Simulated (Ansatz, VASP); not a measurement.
One calculation of Mo, two programs

The input INCAR:

```
SYSTEM = Mo
  ALGO = Fast
  EDIFF = 1E-6
  ENCUT = 520
  GGA = PE
  ISIF = 2
  ISMEAR = -1
  LASPH = .True.
  LCHARG = .False.
  LREAL = .False.
  LWAVE = .False.
  NBANDS = 13
  NELM = 100
  PREC = Accurate
  SIGMA = 0.05
```

File KPOINTS:

```
k-points
0
Gamma
  12 12 12
  0 0 0
```

Contents of POSCAR:

```
Mo
1.0
   -1.5943890000      1.5912960000      1.5845360000
    1.6123860000     -1.5430600000      1.5542960000
    1.6065880000      1.5552580000     -1.5362990000
Mo
1
Direct
   -0.0048930000     -0.0285050000     -0.0279780000
```

The input input.yaml:

```yaml
crystal:
  lattice:
    - [-1.594389, 1.591296, 1.584536]
    - [1.612386, -1.54306, 1.554296]
    - [1.606588, 1.555258, -1.536299]
  atoms:
    - { symbol: Mo, position: [-0.004893, -0.028505, -0.027978] }
kpoints:
  mp_grid: { grid: [12, 12, 12] }
scf:
  occupations: { method: fermi_dirac, width: 0.05 }
hamiltonian:
  xc: pbe
  pseudopotentials: { kind: all_electron, lapw: { basis_error: 0.001 } }
output:
  forces: true
  stress: true
  eigenvalues: true
  populations: true
```

Change from the starting cell: cell strained at random at fixed volume.

Alike in both runs: task single point; functional PBE; k mesh 12 × 12 × 12; occupations fermi-dirac, width 0.05 eV; no spin polarisation.

|  | VASP | Ansatz |
| --- | --- | --- |
| version | VASP 6.6.1 | Ansatz 0.2.0 |
| potentials or method | VASP PAW PBE potentials, release 64 (Mo_sv), cutoff 520 eV | all-electron LAPW, scalar-relativistic |

|  | VASP | Ansatz | Ansatz less VASP |
| --- | --- | --- | --- |
| gap on the k mesh at the Fermi level (eV) | none | none | - |
| pressure (GPa) | -1.1 | -1.6 | -0.50 |
| traceless stress, the component that is largest in VASP (GPa) | -5.25 | -5.26 | -0.007 |

A gap of «none» marks a metal or a gap that the smearing closes. Ansatz ran all-electron here, and VASP with PAW potentials.
